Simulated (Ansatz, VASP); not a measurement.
# Two plane-wave programs on MgO2

File POSCAR:

```
MgO2
1.0
    1.6529038465      0.9543044807      3.5987982411
   -1.6529038465      0.9543044807      3.5987982411
    0.0000000000     -1.9086089614      3.5987982411
Mg O
1 2
Direct
    0.0000000000      0.0000000000      0.0000000000
    0.4287860000      0.4287860000      0.4287860000
    0.5712140000      0.5712140000      0.5712140000
```

File INCAR.step1:

```
SYSTEM = MgO2
PREC = Accurate ; ENCUT = 520
ISMEAR = 0 ; SIGMA = 0.05
LREAL = .FALSE. ; LASPH = .TRUE.
NELM = 80 ; NBANDS = 14
GGA = PE ; ALGO = Normal
EDIFF = 1E-4 ; LWAVE = .TRUE.
LCHARG = .FALSE.
```

File INCAR.step2:

```
SYSTEM = MgO2
PREC = Accurate ; ENCUT = 520
EDIFF = 1E-6 ; ISMEAR = 0
SIGMA = 0.05 ; LREAL = .FALSE.
LASPH = .TRUE. ; NELM = 80
ALGO = Normal ; ISIF = 2
LWAVE = .FALSE. ; LCHARG = .FALSE.
METAGGA = R2SCAN ; LMIXTAU = .TRUE.
NBANDS = 14 ; ISTART = 1
```

The input KPOINTS:

```
Automatic mesh
0
G
  12 12 12
  0 0 0
```

Input for Ansatz:

```yaml
crystal:
  lattice:
    - [1.6529038465, 0.9543044807, 3.5987982411]
    - [-1.6529038465, 0.9543044807, 3.5987982411]
    - [0.0, -1.9086089614, 3.5987982411]
  atoms:
    - { symbol: Mg, position: [0.0, 0.0, 0.0] }
    - { symbol: O, position: [0.428786, 0.428786, 0.428786] }
    - { symbol: O, position: [0.571214, 0.571214, 0.571214] }
basis:
  ecutwfc: 500
kpoints:
  mp_grid: { grid: [12, 12, 12] }
hamiltonian:
  xc: r2scan
scf:
  occupations: { method: gaussian, width: 0.05 }
output:
  forces: true
  stress: true
  eigenvalues: true
```

Change from the starting cell: strain +0.030 along x and y, +0.030 along z, atoms carried along.

Alike in both runs: task single point; functional r2SCAN; k mesh 12 × 12 × 12; occupations gaussian, width 0.05 eV; no spin polarisation.

```csv
,VASP,Ansatz
version,VASP 6.6.1,Ansatz 0.2.0
potentials or method,"VASP PAW PBE potentials, release 64 (Mg, O), cutoff 520 eV","scalar-relativistic, plane waves, PAW"
valence electrons in the cell,14,22
```

```csv
,VASP,Ansatz,Ansatz less VASP
gap on the k mesh at the Fermi level (eV),2.40,2.43,+0.028
least direct gap on the mesh (eV),2.40,2.43,+0.028
pressure (GPa),-14.9,-14.4,+0.44
"traceless stress, the component that is largest in VASP (GPa)",-3.95,-5.02,-1.067
rms of the force components (eV/Å),0.173,0.269,+0.0965
```

VASP's potentials were made for PBE, not for r2SCAN. Atom by atom the forces differ by 0.097 eV/Å (rms over components). VASP's potentials hold 14 valence electrons a cell and Ansatz's 22, so a difference there can come from the potentials and not from the codes.
